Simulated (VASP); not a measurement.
# Mg3NO3 in VASP: notebook

The runs below take Mg3NO3 through single point, relaxation of the atoms, with PBE.

Program: VASP 6.6.1. These are calculated values, not measurements. Logs are shortened: lines on timing, memory, paths and dates and some standing lists are left out, and cuts for length are marked.

## 1. The cell of the first run

The cell holds a slab with vacuum, 7 atoms: a = 3.009 Å, b = 3.009 Å, c = 19.780 Å, α = 90.00°, β = 90.00°, γ = 90.00°.

## 2. Single point, PBE, collinear spin, ferromagnetic start

INCAR

```
SYSTEM = Mg3NO3
  PREC = Accurate
  ENCUT = 520
  EDIFF = 1E-6
  ISMEAR = 0
  SIGMA = 0.05
  LREAL = .False.
  LASPH = .True.
  NELM = 150
  ALGO = Normal
  ISIF = 2
  LWAVE = .False.
  LCHARG = .False.
  ISPIN = 2
  MAGMOM = 0 0 0 0 0 0 3
  LORBIT = 11
  LDIPOL = .True.
  IDIPOL = 3
  DIPOL = 0.5 0.5 0.334
  GGA = PE
  NBANDS = 28
```

KPOINTS

```
regular mesh
0
Gamma
  9 9 1
  0 0 0
```

POSCAR

```
Mg3NO3
1.0
    3.0085896333      0.0000000000      0.0000000000
    0.0000000000      3.0085896333      0.0000000000
    0.0000000000      0.0000000000     19.7799623295
Mg O N
3 3 1
Direct
    0.5000000000      0.5000000000      0.2022248543
    0.0000000000      0.0000000000      0.3100331114
    0.5000000000      0.5000000000      0.4161289115
    0.0000000000      0.0000000000      0.2022248543
    0.5000000000      0.5000000000      0.3095409233
    0.0000000000      0.0000000000      0.4186035439
    0.0000000000      0.3750000000      0.4823700817
```

Potentials or basis: VASP PAW PBE potentials, release 64 (Mg, O, N).

Started as:

```bash
cat potpaw_PBE.64/Mg/POTCAR potpaw_PBE.64/O/POTCAR potpaw_PBE.64/N/POTCAR > POTCAR
mpirun -np 1 vasp_std > vasp.out
```

OUTCAR:

```text
SYSTEM = Mg3NO3
   PREC = Accurate
   ENCUT = 520
   EDIFF = 1E-6
   ISMEAR = 0
   LREAL = .False.
   LASPH = .True.
   NELM = 150
   ISIF = 2
   ISPIN = 2
   LORBIT = 11
   GGA = PE

 ion  position               nearest neighbor table
   1  0.500  0.500  0.202-   5 2.12   4 2.13   4 2.13   4 2.13   4 2.13   2 3.01   2 3.01   2 3.01
                             2 3.01
   2  0.000  0.000  0.310-   5 2.13   5 2.13   5 2.13   5 2.13   4 2.13   6 2.15   3 2.99   3 2.99
                             3 2.99   3 2.99   1 3.01   1 3.01   1 3.01   1 3.01
   3  0.500  0.500  0.416-   7 2.03   7 2.03   5 2.11   6 2.13   6 2.13   6 2.13   6 2.13   2 2.99
                             2 2.99   2 2.99   2 2.99
   4  0.000  0.000  0.202-   1 2.13   1 2.13   1 2.13   1 2.13   2 2.13
   5  0.500  0.500  0.310-   3 2.11   1 2.12   2 2.13   2 2.13   2 2.13   2 2.13
   6  0.000  0.000  0.419-   7 1.69   3 2.13   3 2.13   3 2.13   3 2.13   2 2.15
   7  0.000  0.375  0.482-   6 1.69   3 2.03   3 2.03

  LATTYP: Found a simple tetragonal cell.
 ALAT       =     3.0085896333
 C/A-ratio  =     6.5744966048

  Lattice vectors:

 A1 = (   3.0085896333,   0.0000000000,   0.0000000000)
 A2 = (   0.0000000000,   3.0085896333,   0.0000000000)
 A3 = (   0.0000000000,   0.0000000000,  19.7799623295)

Analysis of symmetry for initial positions (statically):
=====================================================================
 Subroutine PRICEL returns:
 Original cell was already a primitive cell.

 Routine SETGRP: Setting up the symmetry group for a
 simple tetragonal supercell.

 Subroutine GETGRP returns: Found  2 space group operations
 (whereof  2 operations were pure point group operations)
 out of a pool of 16 trial point group operations.

The static configuration has the point symmetry C_1h.

Analysis of symmetry for dynamics (positions and initial velocities):
=====================================================================
 Subroutine PRICEL returns:
 Original cell was already a primitive cell.

 Routine SETGRP: Setting up the symmetry group for a
 simple tetragonal supercell.

 Subroutine GETGRP returns: Found  2 space group operations
 (whereof  2 operations were pure point group operations)
 out of a pool of 16 trial point group operations.

The dynamic configuration has the point symmetry C_1h.

Analysis of structural, dynamic, and magnetic symmetry:
=====================================================================
 Subroutine PRICEL returns:
 Original cell was already a primitive cell.

 Routine SETGRP: Setting up the symmetry group for a
 simple tetragonal supercell.

[... 163 lines left out ...]

  energy without entropy =      -37.58399680  energy(sigma->0) =      -37.58467053

 E-fermi :  -0.2147     XC(G=0):  -4.8633

 val. band max:       -0.2147442571   @ k =  -0.1111   0.3333   0.0000
 cond. band min:      -0.1534819231   @ k =   0.0000   0.1111   0.0000
 fundamental gap:      0.0612623340
 Fermi energy:        -0.2146724755

 spin component 1

 k-point     1 :       0.0000    0.0000    0.0000
  band No.  band energies     occupation
      1     -21.6329      1.00000
      2     -20.6355      1.00000
      3     -19.7149      1.00000
      4     -13.8180      1.00000
      5      -7.3698      1.00000
      6      -6.2920      1.00000
[... 685 lines left out ...]
     25       8.1451      0.00000
     26       8.5178      0.00000

 [... further k-points ...]

 spin component 2

 k-point     1 :       0.0000    0.0000    0.0000
  band No.  band energies     occupation
      1     -21.4066      1.00000
      2     -20.5987      1.00000
      3     -19.7117      1.00000
      4     -12.8011      1.00000
      5      -7.3081      1.00000
      6      -6.0682      1.00000
[... 685 lines left out ...]
     25       8.2093      0.00000
     26       8.6339      0.00000

 [... further k-points ...]

 [bands above 26 left out]

------------------------ aborting loop because EDIFF is reached ----------------------------------------

 vacuum level on the upper side and lower side of the slab       (xc-potential included)         2.273        -2.570

  FORCE on cell =-STRESS in cart. coord.  units (eV):
  Direction    XX          YY          ZZ          XY          YZ          ZX
  --------------------------------------------------------------------------------------
  -------------------------------------------------------------------------------------
  Total        1.1189784      1.4632338      0.2086090      0.0000000     -3.3514353      0.0000000
  in kB       10.0133850     13.0940181      1.8667766      0.0000000    -29.9909383      0.0000000
  external PRESSURE =       8.3247266 kB  Pullay stress =       0.0000000 kB

 VOLUME and BASIS-vectors are now :
 -----------------------------------------------------------------------------
  energy-cutoff  :      520.00
  volume of cell :      179.04
      direct lattice vectors                 reciprocal lattice vectors
     3.008589633  0.000000000  0.000000000     0.332381654  0.000000000  0.000000000
     0.000000000  3.008589633  0.000000000     0.000000000  0.332381654  0.000000000
     0.000000000  0.000000000 19.779962330     0.000000000  0.000000000  0.050556214

 POSITION                                       TOTAL-FORCE (eV/Angst)
 -----------------------------------------------------------------------------------
      1.50429      1.50429      4.00000         0.000000      0.002382      0.189005
      0.00000      0.00000      6.13244         0.000000      0.093250     -0.437803
      1.50429      1.50429      8.23101         0.000000      0.487579      1.252145
      0.00000      0.00000      4.00000         0.000000      0.004265     -0.185075
      1.50429      1.50429      6.12271         0.000000      0.113930      0.296821
      0.00000      0.00000      8.27996         0.000000      1.559667     -1.151866
      0.00000      1.12822      9.54126         0.000000     -2.261073      0.036773
 -----------------------------------------------------------------------------------
    total drift:                               -0.000000      0.000130     -0.001349

  FREE ENERGIE OF THE ION-ELECTRON SYSTEM (eV)
  ---------------------------------------------------
  free  energy   TOTEN  =       -37.5853442650 eV

  energy  without entropy=      -37.5839968034  energy(sigma->0) =      -37.58467053

 vacuum level on the upper side and lower side of the slab         6.194         1.168

 total charge

# of ion       s       p       d       tot
------------------------------------------
    1        0.142   0.149   0.061   0.352
    2        0.146   0.169   0.073   0.389
    3        0.162   0.195   0.090   0.446
    4        1.544   3.491   0.000   5.035
    5        1.544   3.541   0.000   5.085
    6        1.567   3.439   0.000   5.006
    7        1.360   2.099   0.000   3.459
--------------------------------------------------
tot          6.465  13.084   0.224  19.772

 magnetization (x)

# of ion       s       p       d       tot
------------------------------------------
    1       -0.000   0.000   0.000  -0.000
    2        0.001   0.001   0.000   0.002
    3       -0.004   0.004   0.007   0.006
    4       -0.000  -0.000   0.000  -0.000
    5        0.000   0.002   0.000   0.002
    6        0.005   0.100   0.000   0.104
    7        0.014   0.631   0.000   0.645
--------------------------------------------------
tot          0.015   0.737   0.007   0.759
```

It took 5.7 min on 1 thread of Intel Xeon Platinum 8488C (Sapphire Rapids), shared host; peak memory 0.44 GiB.

Results:

```yaml
Free_energy: -37.5853 eV
Largest_force: 2.261 eV/Å
Band_gap_on_the_k_mesh: zero (filled and empty bands overlap)
Net_moment: 1.03 μB per cell
Site_moments: Mg -0.00, +0.00, +0.01; O -0.00, +0.00, +0.10; N +0.65 μB
Valence_electrons_inside_the_program's_atomic_spheres: Mg 0.35, 0.39, 0.45; O 5.04, 5.08, 5.01; N 3.46
```

Forces in eV/Å, atoms in the order of the input:
```
Mg   0.000  0.002  0.189
Mg   0.000  0.093 -0.438
Mg   0.000  0.488  1.252
O    0.000  0.004 -0.185
O    0.000  0.114  0.297
O    0.000  1.560 -1.152
N    0.000 -2.261  0.037
```

## 3. Single point, PBE, collinear spin, ferromagnetic start

INCAR

```
PREC     = Accurate       # precision mode
ENCUT    = 520            # plane-wave cutoff, eV
EDIFF    = 1E-7           # SCF threshold, eV
ISMEAR   = 0              # smearing method
SIGMA    = 0.05           # smearing width, eV
LREAL    = F              # projectors in reciprocal space
LASPH    = T              # aspherical terms in the spheres
NELM     = 150            # most SCF steps
ALGO     = Normal         # electronic algorithm
ISIF     = 2              # what is computed and relaxed
LWAVE    = F              # write WAVECAR
LCHARG   = F              # write CHGCAR
ISPIN    = 2              # spin polarisation
MAGMOM   = 0 0 0 0 0 0 3  # initial moments
LORBIT   = 11             # projections on sites
LDIPOL   = T            
IDIPOL   = 3            
DIPOL    = 0.5 0.5 0.343
GGA      = PE             # functional
NBANDS   = 28             # bands
```

KPOINTS

```
Automatic mesh
0
Gamma
  9 9 1
```

Changes to POSCAR since step 2:

```diff
@@ -14,2 +14,2 @@
     0.0000000000      0.0000000000      0.4186035439
-    0.0000000000      0.3750000000      0.4823700817
+    0.1250000000      0.5000000000      0.5402876692
```

Potentials or basis: VASP PAW PBE potentials, release 64 (Mg, O, N).

Started as:

```bash
cat potpaw_PBE.64/Mg/POTCAR potpaw_PBE.64/O/POTCAR potpaw_PBE.64/N/POTCAR > POTCAR
mpirun -np 1 vasp_std > vasp.out
```

OUTCAR:

```text
PREC = Accurate
   ENCUT = 520
   EDIFF = 1E-7
   ISMEAR = 0
   LREAL = F
   LASPH = T
   NELM = 150
   ISIF = 2
   ISPIN = 2
   LORBIT = 11
   GGA = PE

 ion  position               nearest neighbor table
   1  0.500  0.500  0.202-   5 2.12   4 2.13   4 2.13   4 2.13   4 2.13   2 3.01   2 3.01   2 3.01
                             2 3.01
   2  0.000  0.000  0.310-   5 2.13   5 2.13   5 2.13   5 2.13   4 2.13   6 2.15   3 2.99   3 2.99
                             3 2.99   3 2.99   1 3.01   1 3.01   1 3.01   1 3.01
   3  0.500  0.500  0.416-   5 2.11   6 2.13   6 2.13   6 2.13   6 2.13   7 2.70   2 2.99   2 2.99
                             2 2.99   2 2.99
   4  0.000  0.000  0.202-   1 2.13   1 2.13   1 2.13   1 2.13   2 2.13
   5  0.500  0.500  0.310-   3 2.11   1 2.12   2 2.13   2 2.13   2 2.13   2 2.13
   6  0.000  0.000  0.419-   3 2.13   3 2.13   3 2.13   3 2.13   2 2.15
   7  0.125  0.500  0.540-   3 2.70

[... 1649 lines left out ...]
      0.00000      0.00000      8.27996        -0.048934      0.000000     -0.476498
      0.37607      1.50429     10.68687         0.055849      0.000000     -0.001747
 -----------------------------------------------------------------------------------
    total drift:                                0.000390     -0.000000     -0.001737

  FREE ENERGIE OF THE ION-ELECTRON SYSTEM (eV)
  ---------------------------------------------------
  free  energy   TOTEN  =       -37.8306339594 eV

  energy  without entropy=      -37.8306339594  energy(sigma->0) =      -37.83063396

 vacuum level on the upper side and lower side of the slab         4.287         2.282

 total charge

# of ion       s       p       d       tot
------------------------------------------
    1        0.141   0.150   0.062   0.352
    2        0.147   0.171   0.073   0.391
    3        0.139   0.151   0.063   0.353
    4        1.543   3.492   0.000   5.034
    5        1.543   3.542   0.000   5.085
    6        1.547   3.478   0.000   5.025
    7        1.360   1.938   0.000   3.298
--------------------------------------------------
tot          6.419  12.922   0.198  19.538

 magnetization (x)

# of ion       s       p       d       tot
------------------------------------------
    1        0.000   0.000   0.000   0.000
    2        0.001   0.001   0.001   0.002
    3       -0.002  -0.000   0.001  -0.001
    4        0.000   0.001   0.000   0.001
    5        0.000   0.008   0.000   0.008
    6        0.005   0.113   0.000   0.118
    7        0.043   1.847   0.000   1.891
--------------------------------------------------
tot          0.047   1.970   0.002   2.019
```

It took 4.9 min on 1 thread of Intel Xeon Platinum 8488C (Sapphire Rapids), shared host; peak memory 0.44 GiB.

What came out:

```yaml
Free_energy: -37.8306 eV
Largest_force: 0.481 eV/Å
Band_gap_on_the_k_mesh: 0.86 eV (least direct gap 0.99 eV)
Net_moment: 3.00 μB per cell
Site_moments: Mg +0.00, -0.00 (each value once); O +0.00, +0.01, +0.12; N +1.89 μB
Valence_electrons_inside_the_program's_atomic_spheres: Mg 0.35, 0.39 (each value once); O 5.03, 5.08 (each value once); N 3.30
```

Forces in eV/Å, atoms in the order of the input:
```
Mg   0.000  0.000  0.452
Mg   0.002  0.000 -0.026
Mg  -0.011  0.000  0.481
O    0.000  0.000 -0.429
O    0.002  0.000  0.000
O   -0.049  0.000 -0.476
N    0.056  0.000 -0.002
```

Levels at points of the mesh, in eV from the valence-band top:
Spin up:
```tsv
k point	band 14	band 15	band 16	band 17	band 18	band 19
(0.00, 0.00, 0.00)	-0.30	-0.06	-0.04	3.27	5.06	5.58
```
Spin down:
```tsv
k point	band 11	band 12	band 13	band 14	band 15	band 16
(0.00, 0.00, 0.00)	-0.41	-0.01	0.00	1.74	3.30	3.65
```

(Part 1 of 2 ends here.)
